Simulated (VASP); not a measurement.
# NbSiO4 (P4/mmm) in VASP: single point with PBE

Aim: the single point of NbSiO4 with PBE.

All numbers are computed with VASP 6.6.1; they aren't measurements. Logs are shortened: lines on timing, memory, paths and dates and some standing lists are left out, and cuts for length are marked.

## Step 1: The cell of the first run

Symmetry: P4/mmm, No. 123, tetragonal system. The conventional cell has a = 5.199 Å, b = 5.199 Å, c = 5.297 Å, α = 90.00°, β = 90.00°, γ = 90.00°. Within 2.7 Å of Nb (site symmetry 4/mmm) lie 4 O at 1.95 Å and 2 Si at 2.65 Å. Si (site symmetry 4/mmm) has 2 Nb at 2.65 Å and 8 O at 3.29 Å within 3.5 Å. Within 1.8 Å of O (site symmetry m2m) lie 1 O at 1.31 Å.

The cell was built from a structure type or drawn by symmetry, and may not be a known phase.

## Step 2: Single point, PBE

The input, INCAR:

```
SYSTEM = NbSiO4
  PREC = Accurate
  ENCUT = 520
  EDIFF = 1E-6
  ISMEAR = 0
  SIGMA = 0.1
  LREAL = .False.
  LASPH = .True.
  NELM = 60
  ALGO = Normal
  ISIF = 2
  LWAVE = .False.
  LCHARG = .True.
  GGA = PE
  LELF = .True.
  LVHAR = .True.
  NBANDS = 30
```

The input, KPOINTS:

```
regular mesh
0
Gamma
  8 8 8
  0 0 0
```

The input, POSCAR:

```
NbSiO4
1.0
    5.1992257574      0.0000000000      0.0000000000
    0.0000000000      5.1992257574      0.0000000000
    0.0000000000      0.0000000000      5.2971916768
Nb Si O
1 1 4
Direct
    0.5000000000      0.5000000000      0.0000000000
    0.5000000000      0.5000000000      0.5000000000
    0.8742353946      0.5000000000      0.0000000000
    0.1257646054      0.5000000000      0.0000000000
    0.5000000000      0.8742353946      0.0000000000
    0.5000000000      0.1257646054      0.0000000000
```

Potentials or basis: VASP PAW PBE potentials, release 64 (Nb_sv, Si, O).

The run is started by

```console
cat potpaw_PBE.64/Nb_sv/POTCAR potpaw_PBE.64/Si/POTCAR potpaw_PBE.64/O/POTCAR > POTCAR
mpirun -np 1 vasp_std > vasp.out
```

OUTCAR:

```text
SYSTEM = NbSiO4
   PREC = Accurate
   ENCUT = 520
   EDIFF = 1E-6
   ISMEAR = 0
   LREAL = .False.
   LASPH = .True.
   NELM = 60
   ISIF = 2
   GGA = PE

 ion  position               nearest neighbor table
   1  0.500  0.500  0.000-   3 1.95   4 1.95   5 1.95   6 1.95   2 2.65   2 2.65
   2  0.500  0.500  0.500-   1 2.65   1 2.65
   3  0.874  0.500  0.000-   4 1.31   1 1.95
   4  0.126  0.500  0.000-   3 1.31   1 1.95
   5  0.500  0.874  0.000-   6 1.31   1 1.95
   6  0.500  0.126  0.000-   5 1.31   1 1.95

  LATTYP: Found a simple tetragonal cell.
 ALAT       =     5.1992257574
 C/A-ratio  =     1.0188424054

  Lattice vectors:

 A1 = (   5.1992257574,   0.0000000000,   0.0000000000)
 A2 = (   0.0000000000,   5.1992257574,   0.0000000000)
 A3 = (   0.0000000000,   0.0000000000,   5.2971916768)

Analysis of symmetry for initial positions (statically):
=====================================================================
 Subroutine PRICEL returns:
 Original cell was already a primitive cell.

 Routine SETGRP: Setting up the symmetry group for a
 simple tetragonal supercell.

 Subroutine GETGRP returns: Found 16 space group operations
 (whereof 16 operations were pure point group operations)
 out of a pool of 16 trial point group operations.

The static configuration has the point symmetry D_4h.

Analysis of symmetry for dynamics (positions and initial velocities):
=====================================================================
 Subroutine PRICEL returns:
 Original cell was already a primitive cell.

 Routine SETGRP: Setting up the symmetry group for a
 simple tetragonal supercell.

 Subroutine GETGRP returns: Found 16 space group operations
 (whereof 16 operations were pure point group operations)
 out of a pool of 16 trial point group operations.

The dynamic configuration has the point symmetry D_4h.

 Subroutine INISYM returns: Found 16 space group operations
 (whereof 16 operations are pure point group operations),
 and found     1 'primitive' translations

----------------------------------------------------------------------------------------

                                     Primitive cell

  volume of cell :     143.1934

  direct lattice vectors                    reciprocal lattice vectors
     5.199225757  0.000000000  0.000000000     0.192336330  0.000000000  0.000000000
     0.000000000  5.199225757  0.000000000     0.000000000  0.192336330  0.000000000
     0.000000000  0.000000000  5.297191677     0.000000000  0.000000000  0.188779274

  length of vectors
     5.199225757  5.199225757  5.297191677     0.192336330  0.192336330  0.188779274

  position of ions in fractional coordinates (direct lattice)
     0.500000000  0.500000000  0.000000000
     0.500000000  0.500000000  0.500000000
     0.874235395  0.500000000  0.000000000
     0.125764605  0.500000000  0.000000000
     0.500000000  0.874235395  0.000000000
     0.500000000  0.125764605  0.000000000

  ion indices of the primitive-cell ions
   primitive index   ion index
                 1           1
                 2           2
                 3           3
                 4           4
                 5           5
                 6           6

----------------------------------------------------------------------------------------

 KPOINTS: regular mesh

Automatic generation of k-mesh.
 Grid dimensions read from file:
 generate k-points for:    8    8    8

 Generating k-lattice:

  Cartesian coordinates                     Fractional coordinates (reciprocal lattice)
     0.024042041  0.000000000  0.000000000     0.125000000  0.000000000  0.000000000
     0.000000000  0.024042041  0.000000000     0.000000000  0.125000000  0.000000000
     0.000000000  0.000000000  0.023597409     0.000000000  0.000000000  0.125000000

  Length of vectors
     0.024042041  0.024042041  0.023597409

  Shift w.r.t. Gamma in fractional coordinates (k-lattice)
     0.000000000  0.000000000  0.000000000

 Subroutine IBZKPT returns following result:
 ===========================================

 Found     75 irreducible k-points:

 Following reciprocal coordinates:
            Coordinates               Weight
  0.000000  0.000000  0.000000      1.000000
  0.125000  0.000000  0.000000      4.000000
  0.250000  0.000000  0.000000      4.000000
  0.375000  0.000000  0.000000      4.000000
  0.500000  0.000000  0.000000      2.000000
  0.125000  0.125000  0.000000      4.000000
[... 16 lines left out ...]
  0.375000  0.125000  0.125000     16.000000
  0.500000  0.125000  0.125000      8.000000
 [... further k-points ...]
   k-points           NKPTS =     75   k-points in BZ     NKDIM =     75   number of bands    NBANDS=     30
   number of dos      NEDOS =    301   number of ions     NIONS =      6
   total plane-waves  NPLWV =  64000
   dimension x,y,z NGX =    40 NGY =   40 NGZ =   40
   dimension x,y,z NGXF=    80 NGYF=   80 NGZF=   80
   ions per type =               1   1   4
   NGX,Y,Z   is equivalent  to a cutoff of  12.79, 12.79, 12.55 a.u.
   NGXF,Y,Z  is equivalent  to a cutoff of  25.58, 25.58, 25.11 a.u.
 SYSTEM =  NbSiO4
   PREC   = accura    normal or accurate (medium, high low for compatibility)
   ISTART =      0    job   : 0-new  1-cont  2-samecut
   ICHARG =      2    charge: 1-file 2-atom 10-const
   ISPIN  =      1    spin polarized calculation?
   LNONCOLLINEAR =      F non collinear calculations
   LSORBIT =      F    spin-orbit coupling
   LASPH  =      T    aspherical Exc in radial PAW
   ENCUT  =  520.0 eV  38.22 Ry    6.18 a.u.   9.67  9.67  9.85*2*pi/ulx,y,z
   NELM   =     60;   NELMIN=  2; NELMDL= -5     # of ELM steps
   EDIFF  = 0.1E-05   stopping-criterion for ELM
   LREAL  =      F    real-space projection
   EDIFFG = 0.1E-04   stopping-criterion for IOM
   NSW    =      0    number of steps for IOM
   IBRION =     -1    ionic relax: 0-MD 1-quasi-New 2-CG
   NFREE  =      0    steps in history (QN), initial steepest desc. (CG)
   ISIF   =      2    stress and relaxation
   ISYM   =      2    0-nonsym 1-usesym 2-fastsym
   POTIM  = 0.5000    time-step for ionic-motion
   TEBEG  =    0.0;   TEEND  =   0.0 temperature during run
   PSTRESS=    0.0 pullay stress
   NELECT =      41.0000    total number of electrons
   NUPDOWN=      -1.0000    fix difference up-down
   EMIN   =  10.00;   EMAX   =-10.00  energy-range for DOS
   EFERMI =   0.00;   METHOD = LEGACY
   ISMEAR =     0;   SIGMA  =   0.10  broadening in eV -4-tet -1-fermi 0-gaus
   EFERMI_NEDOS =   21; number of points for ismear=-14 and -15
   IALGO  =     38    algorithm
   IMIX   =      4    mixing-type and parameters
     AMIX     =   0.40;   BMIX     =  1.00
     AMIX_MAG =   1.60;   BMIX_MAG =  1.00
  volume/ion in A,a.u.               =      23.87       161.05
  Fermi-wavevector in a.u.,A,eV,Ry     =   1.079017  2.039047 15.840971  1.164278
  Thomas-Fermi vector in A             =   2.214971
   LORBIT       =      0    0 simple, 1 ext, 2 COOP (PROOUT), +10 PAW based schemes
   GGA     = PE    functional components
   LHFCALC =     F    Hartree Fock is set to
   AEXX    =    0.0000 exact exchange contribution
   IVDW    =     0    specifies the selected vdW correction
   LEPSILON=     F    determine dielectric tensor
   LRPA    =     F    only Hartree local field effects (RPA)
 non-spin polarized calculation
 Gauss-broadening in eV      SIGMA  =   0.10
  energy-cutoff  :      520.00
  volume of cell :      143.19
 maximum number of plane-waves:      3892
 NGX is ok and might be reduce to    40
   NGX = 19   NGY = 19   NGZ = 19

 number of electron      41.0000001 magnetization

 Free energy of the ion-electron system (eV)
  ---------------------------------------------------
  ext. energy  EPLUGINS =         0.00000000
  ---------------------------------------------------
  free energy    TOTEN  =       -36.45307727 eV

  energy without entropy =      -36.43739324  energy(sigma->0) =      -36.44523525

 E-fermi :   0.9145     XC(G=0):  -7.0183

 val. band max:        0.9126282333   @ k =   0.3750   0.2500   0.1250
 cond. band min:       0.9338757176   @ k =   0.5000   0.5000   0.0000
 fundamental gap:      0.0212474843
 Fermi energy:         0.9145367496

 k-point     1 :       0.0000    0.0000    0.0000
  band No.  band energies     occupation
      1     -55.3570      2.00000
      2     -31.7568      2.00000
      3     -31.7568      2.00000
      4     -31.1592      2.00000
      5     -24.0691      2.00000
      6     -24.0025      2.00000
[... 22 lines left out ...]
     29       7.5589      0.00000
     30       7.6632      0.00000

 k-point     2 :       0.1250    0.0000    0.0000
  band No.  band energies     occupation
      1     -55.3570      2.00000
      2     -31.7618      2.00000
      3     -31.7568      2.00000
      4     -31.1591      2.00000
      5     -24.0531      2.00000
      6     -23.9802      2.00000
[... 22 lines left out ...]
     29       7.1398      0.00000
     30       7.6664      0.00000

 k-point     3 :       0.2500    0.0000    0.0000
  band No.  band energies     occupation
      1     -55.3570      2.00000
      2     -31.7738      2.00000
      3     -31.7567      2.00000
      4     -31.1590      2.00000
      5     -24.0401      2.00000
      6     -23.8980      2.00000
[... 22 lines left out ...]
     29       7.3773      0.00000
     30       7.6732      0.00000

 k-point     4 :       0.3750    0.0000    0.0000
  band No.  band energies     occupation
      1     -55.3570      2.00000
      2     -31.7857      2.00000
      3     -31.7566      2.00000
      4     -31.1590      2.00000
      5     -24.0365      2.00000
      6     -23.8027      2.00000
[... 616 lines left out ...]
     29       7.0632      0.00000
     30       7.6168      0.00000

 k-point    23 :       0.3750    0.1250    0.1250
  band No.  band energies     occupation
      1     -55.3569      2.00000
      2     -31.7856      2.00000
      3     -31.7616      2.00000
      4     -31.1593      2.00000
      5     -23.9981      2.00000
      6     -23.8026      2.00000
[... 22 lines left out ...]
     29       7.0184      0.00000
     30       7.4473      0.00000

 k-point    24 :       0.5000    0.1250    0.1250
  band No.  band energies     occupation
      1     -55.3569      2.00000
      2     -31.7905      2.00000
      3     -31.7616      2.00000
      4     -31.1593      2.00000
      5     -23.9973      2.00000
      6     -23.7612      2.00000
[... 22 lines left out ...]
     29       6.9467      0.00000
     30       7.1909      0.00000

 [... further k-points ...]

------------------------ aborting loop because EDIFF is reached ----------------------------------------

  FORCE on cell =-STRESS in cart. coord.  units (eV):
  Direction    XX          YY          ZZ          XY          YZ          ZX
  --------------------------------------------------------------------------------------
  -------------------------------------------------------------------------------------
  Total        0.1717006      0.1717006     -0.1219255      0.0000000     -0.0000000      0.0000000
  in kB        1.9211412      1.9211412     -1.3642132      0.0000000     -0.0000000      0.0000000
  external PRESSURE =       0.8260231 kB  Pullay stress =       0.0000000 kB

 VOLUME and BASIS-vectors are now :
 -----------------------------------------------------------------------------
  energy-cutoff  :      520.00
  volume of cell :      143.19
      direct lattice vectors                 reciprocal lattice vectors
     5.199225757  0.000000000  0.000000000     0.192336330  0.000000000  0.000000000
     0.000000000  5.199225757  0.000000000     0.000000000  0.192336330  0.000000000
     0.000000000  0.000000000  5.297191677     0.000000000  0.000000000  0.188779274

 POSITION                                       TOTAL-FORCE (eV/Angst)
 -----------------------------------------------------------------------------------
      2.59961      2.59961      0.00000         0.000000      0.000000      0.000000
      2.59961      2.59961      2.64860         0.000000      0.000000      0.000000
      4.54535      2.59961      0.00000        -0.399777      0.000000      0.000000
      0.65388      2.59961      0.00000         0.399777      0.000000      0.000000
      2.59961      4.54535      0.00000         0.000000     -0.399777     -0.000000
      2.59961      0.65388      0.00000         0.000000      0.399777      0.000000
 -----------------------------------------------------------------------------------
    total drift:                                0.000000      0.000000      0.000000

  FREE ENERGIE OF THE ION-ELECTRON SYSTEM (eV)
  ---------------------------------------------------
  free  energy   TOTEN  =       -36.4530772700 eV

  energy  without entropy=      -36.4373932371  energy(sigma->0) =      -36.44523525
```

Wall time 8.2 min (1 thread of Intel Xeon 8259CL, shared host); peak memory 0.43 GiB.

What came out:

| Quantity | Value |
| --- | --- |
| Free energy | -36.4531 eV |
| Pressure | 0.1 GPa |
| Largest force | 0.400 eV/Å |
| Band gap on the k mesh | zero (an odd number of electrons rules out a gap without spin polarisation) |

Forces on the atoms (eV/Å):
```
Nb   0.000  0.000  0.000
Si   0.000  0.000  0.000
O   -0.400  0.000  0.000
O    0.400  0.000  0.000
O    0.000 -0.400  0.000
O    0.000  0.400  0.000
```

Stress tensor (GPa, compression positive):
```
 0.19  0.00  0.00
 0.00  0.19  0.00
 0.00  0.00 -0.14
```

Caveat: an odd number of electrons without spin polarisation forces a metal; a magnetic or distorted state may lie lower.
